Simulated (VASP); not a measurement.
# Ti (R-3m) in VASP: notebook

The runs below take Ti through electric field gradients, with PBEsol.

Program: VASP 6.6.1. These are calculated values, not measurements. Logs are shortened: lines on timing, memory, paths and dates and some standing lists are left out, and cuts for length are marked.

## Step 1: The cell of the first run

It takes space group R-3m (No. 166, trigonal). Conventional cell: a = 4.572 Å, b = 4.572 Å, c = 2.928 Å, α = 90.00°, β = 90.00°, γ = 120.00°. Ti (site symmetry -3m) has 14 Ti at 2.81 to 3.28 Å within 3.7 Å.

## Step 2: Electric field gradients, PBEsol (equal xy, yz and zx shear strains of +3 %)

Input file INCAR:

```
SYSTEM = Ti
  PREC = Accurate
  ENCUT = 400
  EDIFF = 1E-8
  ISMEAR = -1
  SIGMA = 0.05
  LREAL = .False.
  LASPH = .True.
  NELM = 120
  ALGO = Normal
  ISIF = 2
  LWAVE = .False.
  LCHARG = .False.
  GGA = PS
  LEFG = .True.
  NBANDS = 12
  GGA_COMPAT = .False.
```

Input file KPOINTS:

```
Automatic mesh
0
Gamma
  14 14 14
  0 0 0
```

Input file POSCAR:

```
Ti
1.0
   -1.5917700000      1.6410000000      1.6410000000
    1.6410000000     -1.5917700000      1.6410000000
    1.6410000000      1.6410000000     -1.5917700000
Ti
1
Direct
    0.0000000000      0.0000000000      0.0000000000
```

Potentials or basis: VASP PAW PBE potentials, release 64 (Ti_sv).

Started as:

```bash
$ cat potpaw_PBE.64/Ti_sv/POTCAR > POTCAR
$ mpirun -np 1 vasp_std > vasp.out
```

OUTCAR:

```text
SYSTEM = Ti
   PREC = Accurate
   ENCUT = 400
   EDIFF = 1E-8
   ISMEAR = -1
   LREAL = .False.
   LASPH = .True.
   NELM = 120
   ISIF = 2
   GGA = PS

 ion  position               nearest neighbor table
   1  0.000  0.000  0.000-

  LATTYP: Found a trigonal (rhomboedric) cell.
 ALAT       =     2.8141595074
 COS(alpha) =    -0.3196300452

  Lattice vectors:

 A1 = (  -1.5917700000,   1.6410000000,   1.6410000000)
 A2 = (   1.6410000000,  -1.5917700000,   1.6410000000)
 A3 = (   1.6410000000,   1.6410000000,  -1.5917700000)

Analysis of symmetry for initial positions (statically):
=====================================================================
 Subroutine PRICEL returns:
 Original cell was already a primitive cell.

 Routine SETGRP: Setting up the symmetry group for a
 trigonal (rhombohedral) supercell.

 Subroutine GETGRP returns: Found 12 space group operations
 (whereof 12 operations were pure point group operations)
 out of a pool of 12 trial point group operations.

The static configuration has the point symmetry D_3d.

Analysis of symmetry for dynamics (positions and initial velocities):
=====================================================================
 Subroutine PRICEL returns:
 Original cell was already a primitive cell.

 Routine SETGRP: Setting up the symmetry group for a
 trigonal (rhombohedral) supercell.

 Subroutine GETGRP returns: Found 12 space group operations
 (whereof 12 operations were pure point group operations)
 out of a pool of 12 trial point group operations.

The dynamic configuration has the point symmetry D_3d.

 Subroutine INISYM returns: Found 12 space group operations
 (whereof 12 operations are pure point group operations),
 and found     1 'primitive' translations

----------------------------------------------------------------------------------------

                                     Primitive cell

  volume of cell :      17.6643

  direct lattice vectors                    reciprocal lattice vectors
    -1.591770000  1.641000000  1.641000000    -0.009009677  0.300322567  0.300322567
     1.641000000 -1.591770000  1.641000000     0.300322567 -0.009009677  0.300322567
     1.641000000  1.641000000 -1.591770000     0.300322567  0.300322567 -0.009009677

  length of vectors
     2.814159507  2.814159507  2.814159507     0.424815799  0.424815799  0.424815799

  position of ions in fractional coordinates (direct lattice)
     0.000000000  0.000000000  0.000000000

  ion indices of the primitive-cell ions
   primitive index   ion index
                 1           1

----------------------------------------------------------------------------------------

 KPOINTS: Automatic mesh

Automatic generation of k-mesh.
 Grid dimensions read from file:
 generate k-points for:   14   14   14

 Generating k-lattice:

  Cartesian coordinates                     Fractional coordinates (reciprocal lattice)
    -0.000643548  0.021451612  0.021451612     0.071428571  0.000000000  0.000000000
     0.021451612 -0.000643548  0.021451612     0.000000000  0.071428571  0.000000000
     0.021451612  0.021451612 -0.000643548     0.000000000  0.000000000  0.071428571

  Length of vectors
     0.030343986  0.030343986  0.030343986

  Shift w.r.t. Gamma in fractional coordinates (k-lattice)
     0.000000000  0.000000000  0.000000000

 Subroutine IBZKPT returns following result:
 ===========================================

 Found    288 irreducible k-points:

 Following reciprocal coordinates:
            Coordinates               Weight
  0.000000  0.000000  0.000000      1.000000
  0.071429  0.000000  0.000000      6.000000
  0.142857 -0.000000 -0.000000      6.000000
  0.214286  0.000000  0.000000      6.000000
  0.285714 -0.000000 -0.000000      6.000000
  0.357143 -0.000000 -0.000000      6.000000
[... 16 lines left out ...]
  0.214286  0.142857 -0.000000     12.000000
  0.285714  0.142857 -0.000000     12.000000
 [... further k-points ...]
   k-points           NKPTS =    288   k-points in BZ     NKDIM =    288   number of bands    NBANDS=     12
   number of dos      NEDOS =    301   number of ions     NIONS =      1
   total plane-waves  NPLWV =   5832
   dimension x,y,z NGX =    18 NGY =   18 NGZ =   18
   dimension x,y,z NGXF=    36 NGYF=   36 NGZF=   36
   ions per type =               1
   NGX,Y,Z   is equivalent  to a cutoff of  10.63, 10.63, 10.63 a.u.
   NGXF,Y,Z  is equivalent  to a cutoff of  21.27, 21.27, 21.27 a.u.
 SYSTEM =  Ti
   PREC   = accura    normal or accurate (medium, high low for compatibility)
   ISTART =      0    job   : 0-new  1-cont  2-samecut
   ICHARG =      2    charge: 1-file 2-atom 10-const
   ISPIN  =      1    spin polarized calculation?
   LNONCOLLINEAR =      F non collinear calculations
   LSORBIT =      F    spin-orbit coupling
   LASPH  =      T    aspherical Exc in radial PAW
   ENCUT  =  400.0 eV  29.40 Ry    5.42 a.u.   4.59  4.59  4.59*2*pi/ulx,y,z
   NELM   =    120;   NELMIN=  2; NELMDL= -5     # of ELM steps
   EDIFF  = 0.1E-07   stopping-criterion for ELM
   LREAL  =      F    real-space projection
   EDIFFG = 0.1E-06   stopping-criterion for IOM
   NSW    =      0    number of steps for IOM
   IBRION =     -1    ionic relax: 0-MD 1-quasi-New 2-CG
   NFREE  =      0    steps in history (QN), initial steepest desc. (CG)
   ISIF   =      2    stress and relaxation
   ISYM   =      2    0-nonsym 1-usesym 2-fastsym
   POTIM  = 0.5000    time-step for ionic-motion
   TEBEG  =    0.0;   TEEND  =   0.0 temperature during run
   PSTRESS=    0.0 pullay stress
   NELECT =      12.0000    total number of electrons
   NUPDOWN=      -1.0000    fix difference up-down
   EMIN   =  10.00;   EMAX   =-10.00  energy-range for DOS
   EFERMI =   0.00;   METHOD = LEGACY
   ISMEAR =    -1;   SIGMA  =   0.05  broadening in eV -4-tet -1-fermi 0-gaus
   EFERMI_NEDOS =   21; number of points for ismear=-14 and -15
   IALGO  =     38    algorithm
   IMIX   =      4    mixing-type and parameters
     AMIX     =   0.40;   BMIX     =  1.00
     AMIX_MAG =   1.60;   BMIX_MAG =  1.00
  volume/ion in A,a.u.               =      17.66       119.20
  Fermi-wavevector in a.u.,A,eV,Ry     =   1.439141  2.719583 28.179403  2.071128
  Thomas-Fermi vector in A             =   2.558030
   LORBIT       =      0    0 simple, 1 ext, 2 COOP (PROOUT), +10 PAW based schemes
   GGA     = PS    functional components
   LHFCALC =     F    Hartree Fock is set to
   AEXX    =    0.0000 exact exchange contribution
   IVDW    =     0    specifies the selected vdW correction
   LEPSILON=     F    determine dielectric tensor
   LRPA    =     F    only Hartree local field effects (RPA)
 non-spin polarized calculation
  energy-cutoff  :      400.00
  volume of cell :       17.66
 maximum number of plane-waves:       340
   NGX =  9   NGY =  9   NGZ =  9

 number of electron      12.0000000 magnetization

 Free energy of the ion-electron system (eV)
  ---------------------------------------------------
  ext. energy  EPLUGINS =         0.00000000
  ---------------------------------------------------
  free energy    TOTEN  =        -8.20682271 eV

  energy without entropy =       -8.18665638  energy(sigma->0) =       -8.19673955

 E-fermi :   7.7819     XC(G=0): -11.5506

 val. band max:        7.7809406189   @ k =   0.2857   0.1429  -0.0000
 cond. band min:       7.7847566919   @ k =  -0.4286   0.3571   0.1429
 fundamental gap:      0.0038160731
 Fermi energy:         7.7818752519

 k-point     1 :       0.0000    0.0000    0.0000
  band No.  band energies     occupation
      1     -48.5335      2.00000
      2     -24.5443      2.00000
      3     -24.4914      2.00000
      4     -24.4914      2.00000
      5       1.8996      2.00000
      6       8.5912      0.00000
      7       8.5912      0.00000
      8       9.0465      0.00000
      9      10.5194      0.00000
     10      10.5194      0.00000
     11      24.7852      0.00000
     12      24.7852      0.00000

 k-point     2 :       0.0714    0.0000    0.0000
  band No.  band energies     occupation
      1     -48.5280      2.00000
      2     -24.5676      2.00000
      3     -24.5090      2.00000
      4     -24.4918      2.00000
      5       2.0652      2.00000
      6       8.5226      0.00000
      7       8.5997      0.00000
      8       9.1164      0.00000
      9      10.4522      0.00000
     10      10.5261      0.00000
     11      24.4969      0.00000
     12      24.8572      0.00000
[... 316 lines left out ...]
 k-point    24 :       0.2857    0.1429   -0.0000
  band No.  band energies     occupation
      1     -48.4338      2.00000
      2     -24.9918      2.00000
      3     -24.6995      2.00000
      4     -24.5395      2.00000
      5       5.2378      2.00000
      6       7.5302      1.98704
      7       7.7809      1.00935
      8      10.3102      0.00000
      9      10.9445      0.00000
     10      11.6585      0.00000
     11      18.4276      0.00000
     12      20.8747      0.00000

 [... further k-points ...]

------------------------ aborting loop because EDIFF is reached ----------------------------------------

  FORCE on cell =-STRESS in cart. coord.  units (eV):
  Direction    XX          YY          ZZ          XY          YZ          ZX
  --------------------------------------------------------------------------------------
  -------------------------------------------------------------------------------------
  Total       -0.8223039     -0.8223039     -0.8223039     -0.1393152     -0.1393152     -0.1393152
  in kB      -74.5843123    -74.5843123    -74.5843123    -12.6361164    -12.6361164    -12.6361164
  external PRESSURE =     -74.5843123 kB  Pullay stress =       0.0000000 kB

 VOLUME and BASIS-vectors are now :
 -----------------------------------------------------------------------------
  energy-cutoff  :      400.00
  volume of cell :       17.66
      direct lattice vectors                 reciprocal lattice vectors
    -1.591770000  1.641000000  1.641000000    -0.009009677  0.300322567  0.300322567
     1.641000000 -1.591770000  1.641000000     0.300322567 -0.009009677  0.300322567
     1.641000000  1.641000000 -1.591770000     0.300322567  0.300322567 -0.009009677

 POSITION                                       TOTAL-FORCE (eV/Angst)
 -----------------------------------------------------------------------------------
      0.00000      0.00000      0.00000         0.000000      0.000000      0.000000
 -----------------------------------------------------------------------------------
    total drift:                                0.000000     -0.000000      0.000000

  FREE ENERGIE OF THE ION-ELECTRON SYSTEM (eV)
  ---------------------------------------------------
  free  energy   TOTEN  =        -8.2068227127 eV

  energy  without entropy=       -8.1866563795  energy(sigma->0) =       -8.19673955

 Electric field gradients (V/A^2)
---------------------------------------------------------------------
 ion       V_xx      V_yy      V_zz      V_xy      V_xz      V_yz
---------------------------------------------------------------------
   1       0.000     0.000    -0.000    -5.716    -5.716    -5.716
---------------------------------------------------------------------

 Electric field gradients after diagonalization (V/A^2)
 (convention: |V_zz| > |V_xx| > |V_yy|)
----------------------------------------------------------------------
 ion       V_xx      V_yy      V_zz     asymmetry (V_yy - V_xx)/ V_zz
----------------------------------------------------------------------
   1       5.716     5.716   -11.431       0.000
----------------------------------------------------------------------

           NMR quadrupolar parameters

 Cq : quadrupolar parameter    Cq=e*Q*V_zz/h
 eta: asymmetry parameters     (V_yy - V_xx)/ V_zz
 Q  : nuclear electric quadrupole moment in mb (millibarn)
----------------------------------------------------------------------
 ion       Cq(MHz)       eta       Q (mb)
----------------------------------------------------------------------
   1      -0.028       0.000       1.000
----------------------------------------------------------------------
```

Wall time 48 s (1 thread of Intel Xeon Platinum 8375C at 2.90GHz (Ice Lake), shared host); peak memory 0.15 GiB.

Results:

- Free energy: -8.2068 eV
- Pressure: -7.5 GPa
- Band gap on the k mesh: zero (bands 6 and 7 overlap by 1.41 eV)
- Largest electric field gradient by atom: Ti -11.4 V/Å²

Levels at points of the mesh, in eV from the Fermi level:
| k point | band 4 | band 5 | band 6 | band 7 | band 8 | band 9 |
| --- | --- | --- | --- | --- | --- | --- |
| (0.00, 0.00, 0.00) | -32.27 | -5.88 | 0.81 | 0.81 | 1.26 | 2.74 |
| (0.50, 0.00, 0.00) | -32.28 | -2.42 | -0.43 | 0.91 | 2.78 | 3.13 |
| (0.50, 0.50, 0.00) | -32.30 | -2.39 | -0.35 | 1.32 | 2.64 | 2.94 |
| (0.50, 0.50, 0.50) | -32.68 | -2.04 | -2.04 | 3.60 | 3.99 | 3.99 |

Electric field gradients, principal values (V/Å²):
| atom | least | middle | greatest (by size) |
| --- | --- | --- | --- |
| 1 Ti | 5.716 | 5.716 | -11.431 |

Caveat: the cell differs from its parent crystal (equal xy, yz and zx shear strains of +3 %); the cell stands under tension; without QUAD_EFG the Cq values of the log hold for a quadrupole moment of 1 mb, not for the nuclei; the PAW data sets were made with another functional, which shifts forces and pressure a little.

## Step 3: Electric field gradients, PBEsol (equal xy, yz and zx shear strains of -1 %)

Input file INCAR:

```
SYSTEM = Ti
PREC = Accurate ; ENCUT = 400
EDIFF = 1E-8 ; ISMEAR = -1
SIGMA = 0.05 ; LREAL = .FALSE.
LASPH = .TRUE. ; NELM = 120
ALGO = Normal ; ISIF = 2
LWAVE = .FALSE. ; LCHARG = .FALSE.
GGA = PS ; LEFG = .TRUE.
NBANDS = 12 ; GGA_COMPAT = .FALSE.
```

Input file KPOINTS:

```
Automatic mesh
0
G
  14 14 14
  0 0 0
```

Input file POSCAR:

```
Ti
1.0
   -1.6574100000      1.6410000000      1.6410000000
    1.6410000000     -1.6574100000      1.6410000000
    1.6410000000      1.6410000000     -1.6574100000
Ti
1
Direct
    0.0000000000      0.0000000000      0.0000000000
```

Potentials or basis: VASP PAW PBE potentials, release 64 (Ti_sv).

Started as:

```bash
$ cat potpaw_PBE.64/Ti_sv/POTCAR > POTCAR
$ mpirun -np 1 vasp_std > vasp.out
```

OUTCAR:

```text
SYSTEM = Ti
   PREC = Accurate
   ENCUT = 400
   EDIFF = 1E-8
   ISMEAR = -1
   LREAL = .FALSE.
   LASPH = .TRUE.
   NELM = 120
   ISIF = 2
   GGA = PS

 ion  position               nearest neighbor table
   1  0.000  0.000  0.000-

  LATTYP: Found a trigonal (rhomboedric) cell.
 ALAT       =     2.8518011691
 COS(alpha) =    -0.3377371610

  Lattice vectors:

 A1 = (  -1.6574100000,   1.6410000000,   1.6410000000)
[... 566 lines left out ...]
    total drift:                                0.000000     -0.000000      0.000000

  FREE ENERGIE OF THE ION-ELECTRON SYSTEM (eV)
  ---------------------------------------------------
  free  energy   TOTEN  =        -8.2117574057 eV

  energy  without entropy=       -8.1911273820  energy(sigma->0) =       -8.20144239

 Electric field gradients (V/A^2)
---------------------------------------------------------------------
 ion       V_xx      V_yy      V_zz      V_xy      V_xz      V_yz
---------------------------------------------------------------------
   1      -0.000    -0.000     0.000     2.373     2.373     2.373
---------------------------------------------------------------------

 Electric field gradients after diagonalization (V/A^2)
 (convention: |V_zz| > |V_xx| > |V_yy|)
----------------------------------------------------------------------
 ion       V_xx      V_yy      V_zz     asymmetry (V_yy - V_xx)/ V_zz
----------------------------------------------------------------------
   1      -2.373    -2.373     4.746       0.000
----------------------------------------------------------------------

           NMR quadrupolar parameters

 Cq : quadrupolar parameter    Cq=e*Q*V_zz/h
 eta: asymmetry parameters     (V_yy - V_xx)/ V_zz
 Q  : nuclear electric quadrupole moment in mb (millibarn)
----------------------------------------------------------------------
 ion       Cq(MHz)       eta       Q (mb)
----------------------------------------------------------------------
   1       0.011       0.000       1.000
----------------------------------------------------------------------
```

OSZICAR:

```text
N       E                     dE             d eps       ncg     rms          rms(c)
DAV:   1     0.758053234686E+02    0.75805E+02   -0.56307E+03  6992   0.101E+03
DAV:   2    -0.588643381183E+01   -0.81692E+02   -0.79561E+02  7112   0.268E+02
DAV:   3    -0.935536194862E+01   -0.34689E+01   -0.34291E+01  9072   0.586E+01
DAV:   4    -0.943097086043E+01   -0.75609E-01   -0.75496E-01  7756   0.778E+00
DAV:   5    -0.943284843150E+01   -0.18776E-02   -0.18775E-02  8004   0.109E+00    0.854E+00
DAV:   6    -0.821292621883E+01    0.12199E+01   -0.29504E+00  7472   0.237E+01    0.201E+00
DAV:   7    -0.820563842516E+01    0.72878E-02   -0.70692E-02  8032   0.266E+00    0.122E+00
DAV:   8    -0.821144341791E+01   -0.58050E-02   -0.31148E-02  7296   0.211E+00    0.101E-01
DAV:   9    -0.821174364421E+01   -0.30023E-03   -0.14013E-03  8324   0.361E-01    0.581E-02
DAV:  10    -0.821176362886E+01   -0.19985E-04   -0.19274E-04  7288   0.138E-01    0.156E-02
DAV:  11    -0.821175740502E+01    0.62238E-05   -0.25239E-05  7516   0.754E-02    0.891E-03
DAV:  12    -0.821175726717E+01    0.13786E-06   -0.10445E-06  7868   0.120E-02    0.252E-03
DAV:  13    -0.821175745564E+01   -0.18848E-06   -0.38225E-07  8916   0.535E-03    0.109E-03
DAV:  14    -0.821175742985E+01    0.25797E-07   -0.21057E-08  7080   0.168E-03    0.499E-04
DAV:  15    -0.821175740485E+01    0.25000E-07   -0.48031E-09  3732   0.101E-03    0.306E-05
DAV:  16    -0.821175740574E+01   -0.89108E-09   -0.31222E-10  3620   0.186E-04
   1 F= -.82117574E+01 E0= -.82014424E+01  d E =-.206300E-01
```

Wall time 40 s (1 thread of Intel Xeon Platinum 8375C at 2.90GHz (Ice Lake), shared host); peak memory 0.15 GiB.

What came out:

- Free energy: -8.2118 eV
- Pressure: -7.5 GPa
- Band gap on the k mesh: zero (bands 6 and 7 overlap by 1.57 eV)
- Largest electric field gradient by atom: Ti +4.7 V/Å²

Stress tensor (GPa, compression positive):
```
-7.47  0.34  0.34
 0.34 -7.47  0.34
 0.34  0.34 -7.47
```

Electric field gradients, principal values (V/Å²):
```
atom   least  middle  greatest (by size)
1 Ti  -2.373  -2.373               4.746
```

Caveat: the cell differs from its parent crystal (equal xy, yz and zx shear strains of -1 %); the cell stands under tension; without QUAD_EFG the Cq values of the log hold for a quadrupole moment of 1 mb, not for the nuclei; the PAW data sets were made with another functional, which shifts forces and pressure a little.
